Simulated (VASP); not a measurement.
# SrO (Fm-3m) in VASP: a series of runs

Runs on SrO. Level: PBEsol. Tasks: elastic constants.

All numbers are computed with VASP 6.6.1; they aren't measurements. Logs are shortened: lines on timing, memory, paths and dates and some standing lists are left out, and cuts for length are marked.

### Step 1. The cell of the first run

Symmetry: Fm-3m, No. 225, cubic system. The conventional cell has a = 4.919 Å, b = 4.919 Å, c = 4.919 Å, α = 90.00°, β = 90.00°, γ = 90.00°. Within 3.2 Å of Sr (site symmetry m-3m) lie 6 O at 2.46 Å. Within 3.2 Å of O (site symmetry m-3m) lie 6 Sr at 2.46 Å.

### Step 2. Elastic constants, PBEsol

File INCAR:

```
ALGO = Normal ; EDIFF = 1E-8
ENCUT = 600 ; GGA = PS
IBRION = 6 ; ISIF = 3
ISMEAR = 0 ; LASPH = T
LCHARG = F ; LREAL = F
LWAVE = F ; NBANDS = 15
NELM = 60 ; NFREE = 2
NSW = 1 ; POTIM = 0.015
PREC = Accurate ; SIGMA = 0.01
```

File KPOINTS:

```
k-points
0
Gamma
  8 8 8
```

File POSCAR:

```
SrO
1.0
    0.0000000000      2.4596435320      2.4596435320
    2.4596435320      0.0000000000      2.4596435320
    2.4596435320      2.4596435320      0.0000000000
Sr O
1 1
Direct
    0.5000000000      0.5000000000      0.5000000000
    0.0000000000      0.0000000000      0.0000000000
```

Potentials or basis: VASP PAW PBE potentials, release 64 (Sr_sv, O).

Run with:

```console
cat potpaw_PBE.64/Sr_sv/POTCAR potpaw_PBE.64/O/POTCAR > POTCAR
mpirun -np 1 vasp_std > vasp.out
```

OUTCAR:

```text
EDIFF = 1E-8
   ENCUT = 600
   GGA = PS
   IBRION = 6
   ISIF = 3
   ISMEAR = 0
   LASPH = T
   LREAL = F
   NELM = 60
   NFREE = 2
   NSW = 1
   POTIM = 0.015
   PREC = Accurate

 ion  position               nearest neighbor table
   1  0.500  0.500  0.500-   2 2.46   2 2.46   2 2.46   2 2.46   2 2.46   2 2.46
   2  0.000  0.000  0.000-   1 2.46   1 2.46   1 2.46   1 2.46   1 2.46   1 2.46

  LATTYP: Found a face centered cubic cell.
 ALAT       =     4.9192870640

  Lattice vectors:

 A1 = (   0.0000000000,   2.4596435320,   2.4596435320)
 A2 = (   2.4596435320,   0.0000000000,   2.4596435320)
 A3 = (   2.4596435320,   2.4596435320,   0.0000000000)

Analysis of symmetry for initial positions (statically):
=====================================================================
 Subroutine PRICEL returns:
 Original cell was already a primitive cell.

 Routine SETGRP: Setting up the symmetry group for a
 face centered cubic supercell.

 Subroutine GETGRP returns: Found 48 space group operations
 (whereof 48 operations were pure point group operations)
 out of a pool of 48 trial point group operations.

The static configuration has the point symmetry O_h .

Analysis of symmetry for dynamics (positions and initial velocities):
=====================================================================
 Subroutine PRICEL returns:
 Original cell was already a primitive cell.

 Routine SETGRP: Setting up the symmetry group for a
 face centered cubic supercell.

 Subroutine GETGRP returns: Found 48 space group operations
 (whereof 48 operations were pure point group operations)
 out of a pool of 48 trial point group operations.

The dynamic configuration has the point symmetry O_h .

 Subroutine INISYM returns: Found 48 space group operations
 (whereof 48 operations are pure point group operations),
 and found     1 'primitive' translations

[... 763 lines left out ...]
      6       0.3839      2.00000
      7       1.1772      2.00000
      8       1.3214      2.00000
      9       8.9347      0.00000
     10       9.3280      0.00000
     11      12.5096      0.00000
     12      12.6143      0.00000
     13      15.0676      0.00000
     14      16.4705      0.00000
     15      17.0982      0.00000

 [... further k-points ...]

------------------------ aborting loop because EDIFF is reached ----------------------------------------

  FORCE on cell =-STRESS in cart. coord.  units (eV):
  Direction    XX          YY          ZZ          XY          YZ          ZX
  --------------------------------------------------------------------------------------
  -------------------------------------------------------------------------------------
  Total        2.9819782      2.9730669      2.9730669      0.0000000     -0.0000000      0.0000000
  in kB      160.5345566    160.0548194    160.0548194      0.0000000     -0.0000000      0.0000000
  external PRESSURE =     160.2147318 kB  Pullay stress =       0.0000000 kB
[... 17 lines left out ...]
  FREE ENERGIE OF THE ION-ELECTRON SYSTEM (eV)
  ---------------------------------------------------
  free  energy   TOTEN  =       -12.4564404829 eV

  energy  without entropy=      -12.4564404829  energy(sigma->0) =      -12.45644048

 INTERNAL STRAIN TENSORS FROM STRAINED CELLS
 ============================================

 INTERNAL STRAIN TENSOR FOR ION    1 for displacements in x,y,z  (eV/Angst):
          X           Y           Z          XY          YZ          ZX
  --------------------------------------------------------------------------------
  x     0.00000    -0.00000     0.00000    -0.00000     0.00000    -0.00000
  y     0.00000     0.00000    -0.00000    -0.00000    -0.00000    -0.00000
  z    -0.00000     0.00000    -0.00000     0.00000     0.00000     0.00000

 INTERNAL STRAIN TENSORS FROM DISPLACED ATOMS
 ============================================

 INTERNAL STRAIN TENSOR FOR ION    1 for displacements in x,y,z  (eV/Angst):
          X           Y           Z          XY          YZ          ZX
  --------------------------------------------------------------------------------
  x     0.00000     0.00000     0.00000     0.00000     0.00000     0.00000
  y     0.00000     0.00000     0.00000     0.00000     0.00000     0.00000
  z     0.00000     0.00000     0.00000     0.00000     0.00000     0.00000

 INTERNAL STRAIN TENSOR FOR ION    2 for displacements in x,y,z  (eV/Angst):
          X           Y           Z          XY          YZ          ZX
  --------------------------------------------------------------------------------
  x     0.00000     0.00000     0.00000     0.00000     0.00000     0.00000
  y     0.00000     0.00000     0.00000     0.00000     0.00000     0.00000
  z     0.00000     0.00000     0.00000     0.00000     0.00000     0.00000

 Eigenvectors and eigenvalues of the dynamical matrix
 ----------------------------------------------------

   1 f  =    8.481805 THz    53.292753 2PiTHz  282.922563 cm-1    35.077911 meV
             X         Y         Z           dx          dy          dz
      2.459644  2.459644  2.459644     0.000000    0.000000   -0.392397
      0.000000  0.000000  0.000000     0.000000    0.000000    0.919796
[... 21 lines left out ...]
   6 f/i=    0.005105 THz     0.032077 2PiTHz    0.170292 cm-1     0.021113 meV
             X         Y         Z           dx          dy          dz
      2.459644  2.459644  2.459644    -0.055095   -0.720507    0.569086
      0.000000  0.000000  0.000000    -0.023504   -0.307378    0.242780

--------------------------------------------------------------------------------------------------------

 ELASTIC MODULI CONTR FROM IONIC RELAXATION (kBar)
 Direction    XX          YY          ZZ          XY          YZ          ZX
 --------------------------------------------------------------------------------
 XX           0.0000      0.0000      0.0000      0.0000      0.0000      0.0000
 YY           0.0000      0.0000      0.0000      0.0000      0.0000      0.0000
 ZZ           0.0000      0.0000      0.0000      0.0000      0.0000      0.0000
 XY           0.0000      0.0000      0.0000      0.0000      0.0000      0.0000
 YZ           0.0000      0.0000      0.0000      0.0000      0.0000      0.0000
 ZX           0.0000      0.0000      0.0000      0.0000      0.0000      0.0000
 --------------------------------------------------------------------------------

 TOTAL ELASTIC MODULI (kBar)
 Direction    XX          YY          ZZ          XY          YZ          ZX
 --------------------------------------------------------------------------------
 XX        3237.9247    572.3678    572.3678      0.0000     -0.0000      0.0000
 YY         572.3678   3237.9247    572.3678      0.0000      0.0000     -0.0000
 ZZ         572.3678    572.3678   3237.9247     -0.0000     -0.0000      0.0000
 XY           0.0000      0.0000     -0.0000    496.7258      0.0000     -0.0000
 YZ          -0.0000      0.0000     -0.0000      0.0000    496.7258     -0.0000
 ZX           0.0000     -0.0000      0.0000     -0.0000     -0.0000    496.7258
 --------------------------------------------------------------------------------
```

It took 16 min on 1 thread of Intel Xeon 8259CL, shared host; peak memory 0.28 GiB.

What came out:

| Property | Result |
| --- | --- |
| Elastic constants C11, C12, C44 | 324, 57, 50 GPa |
| Voigt bulk modulus | 146 GPa |
| Highest phonon frequency at Γ, LO-TO splitting left out | 283 cm⁻¹ |

Phonon frequencies in cm⁻¹ (negative: imaginary):
| q point | frequencies |
| --- | --- |
| (0.000, 0.000, 0.000) | 0 0 0 283 283 283 |

Elastic tensor in Voigt notation (GPa, in the Cartesian axes of the cell as first typed):
```
324  57  57   0   0   0
 57 324  57   0   0   0
 57  57 324   0   0   0
  0   0   0  50   0   0
  0   0   0   0  50   0
  0   0   0   0   0  50
```

Clamped-ion elastic tensor (GPa):
```
324  57  57   0   0   0
 57 324  57   0   0   0
 57  57 324   0   0   0
  0   0   0  50   0   0
  0   0   0   0  50   0
  0   0   0   0   0  50
```

Caveat: the cell is under stress, which shifts elastic constants; the PAW data sets were made with another functional, which shifts forces and pressure a little.

### Step 3. Elastic constants, PBEsol

This run uses another cell than the first one, of 15.39 Å³/atom.

File INCAR:

```
SYSTEM = SrO
ALGO     = Normal         ! electronic algorithm
EDIFF    = 1E-8           ! SCF threshold, eV
ENCUT    = 600            ! plane-wave cutoff, eV
GGA      = PS             ! functional
IBRION   = 6              ! ionic algorithm
ISIF     = 3              ! what is computed and relaxed
ISMEAR   = 0              ! smearing method
LASPH    = .True.         ! aspherical terms in the spheres
LCHARG   = .False.        ! write CHGCAR
LREAL    = .False.        ! projectors in reciprocal space
LWAVE    = .False.        ! write WAVECAR
NELM     = 80             ! most SCF steps
NFREE    = 2            
NSW      = 1              ! ionic steps
POTIM    = 0.015          ! step
PREC     = Accurate       ! precision mode
SIGMA    = 0.01           ! smearing width, eV
```

File KPOINTS:

```
k-points
0
Gamma
  8 8 8
  0 0 0
```

File POSCAR:

```
SrO
1.0
    0.0000000000      2.4876519488      2.4876519488
    2.4876519488      0.0000000000      2.4876519488
    2.4876519488      2.4876519488      0.0000000000
Sr O
1 1
Direct
    0.5000000000      0.5000000000      0.5000000000
    0.0000000000      0.0000000000      0.0000000000
```

Potentials or basis: VASP PAW PBE potentials, release 64 (Sr_sv, O).

Run with:

```console
cat potpaw_PBE.64/Sr_sv/POTCAR potpaw_PBE.64/O/POTCAR > POTCAR
mpirun -np 1 vasp_std > vasp.out
```

Run time: 12 min. Hardware: 1 thread of Intel Xeon 8259CL, shared host; peak memory 0.27 GiB.

It converged, with:

```yaml
Elastic_constants_C11_C12_C44: 281, 54, 52 GPa
Voigt_bulk_modulus: 130 GPa
Highest_phonon_frequency_at_Γ_LO-TO_splitting_left_out: 263 cm⁻¹
```

Phonon frequencies in cm⁻¹ (negative: imaginary):
```csv
q point,frequencies
"(0.000, 0.000, 0.000)",0 0 0 263 263 263
```

Elastic tensor in Voigt notation (GPa, in the Cartesian axes of the cell as first typed):
```
281  54  54   0   0   0
 54 281  54   0   0   0
 54  54 281   0   0   0
  0   0   0  52   0   0
  0   0   0   0  52   0
  0   0   0   0   0  52
```

Clamped-ion elastic tensor (GPa):
```
281  54  54   0   0   0
 54 281  54   0   0   0
 54  54 281   0   0   0
  0   0   0  52   0   0
  0   0   0   0  52   0
  0   0   0   0   0  52
```

Caveat: the cell is under stress, which shifts elastic constants; the PAW data sets were made with another functional, which shifts forces and pressure a little.
